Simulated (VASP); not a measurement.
Wanted: the native input for a VASP 6.6.1 run.

| Property | Result |
| --- | --- |
| Task | single point |
| Functional | PBE |
| Potentials or basis | VASP PAW PBE potentials, release 64 (Zn, W_sv, Br) |
| Cutoff | 520 eV |
| k mesh | 4 × 4 × 4 |
| Occupations | gaussian, width 0.1 eV |
| Spin | collinear spin, ferrimagnetic start |
| Starting moments | [0.01, 1.57, -0.01, -0.01, -0.01, -0.01, -0.01, -0.01] μB |
| Dipole correction | no |
| Further INCAR settings | ALGO = Normal; EDIFF = 1e-07; NBANDS = 48 |

The structure of ZnWBr6 lies in POSCAR:

```
ZnWBr6
1.0
    0.0000000000      5.4123842100      5.4123842100
    5.4123842100      0.0000000000      5.4123842100
    5.4123842100      5.4123842100      0.0000000000
Zn W Br
1 1 6
Direct
    0.5000000000      0.5000000000      0.5000000000
    0.0000000000      0.0000000000      0.0000000000
    0.2500639900      0.2500639900      0.7499360100
    0.7499360100      0.7499360100      0.2500639900
    0.2500639900      0.7499360100      0.7499360100
    0.2500639900      0.7499360100      0.2500639900
    0.7499360100      0.2500639900      0.2500639900
    0.7499360100      0.2500639900      0.7499360100
```

The input as run:

INCAR

```
SYSTEM = ZnWBr6
PREC     = Accurate       ! precision mode
ENCUT    = 520            ! plane-wave cutoff, eV
EDIFF    = 1E-7           ! SCF threshold, eV
ISMEAR   = 0              ! smearing method
SIGMA    = 0.1            ! smearing width, eV
LREAL    = .False.        ! projectors in reciprocal space
LASPH    = .True.         ! aspherical terms in the spheres
NELM     = 150            ! most SCF steps
ALGO     = Normal         ! electronic algorithm
ISIF     = 2              ! what is computed and relaxed
LWAVE    = .False.        ! write WAVECAR
LCHARG   = .False.        ! write CHGCAR
ISPIN    = 2              ! spin polarisation
MAGMOM   = 0.01 1.57 -0.01 -0.01 -0.01 -0.01 -0.01 -0.01 ! initial moments
LORBIT   = 11             ! projections on sites
LMAXMIX  = 4              ! l up to which the mixer works
GGA      = PE             ! functional
NBANDS   = 48             ! bands
```

KPOINTS

```
Automatic mesh
0
Gamma
  4 4 4
  0 0 0
```

Potentials or basis: VASP PAW PBE potentials, release 64 (Zn, W_sv, Br).

The run is started by

```bash
$ cat potpaw_PBE.64/Zn/POTCAR potpaw_PBE.64/W_sv/POTCAR potpaw_PBE.64/Br/POTCAR > POTCAR
$ mpirun -np 1 vasp_std > vasp.out
```

It gave:

| Item | Value |
| --- | --- |
| Pressure | -4.2 GPa |
| Largest force | 1.044 eV/Å |
| Net moment | 1.88 μB per cell |
| Site moments | Zn +0.01; W +1.57; Br -0.01 μB |
| Valence electrons inside the program's atomic spheres | Zn 10.46; W 11.44; Br 4.82 |

Caveat: forces of over 1 eV/Å act on the atoms, so gaps and moduli don't describe the material at rest.

Wall time 3.6 min on 1 thread of Intel(R) Xeon(R) 6975P-C (Granite Rapids), on a shared host, peak memory 0.76 GiB.
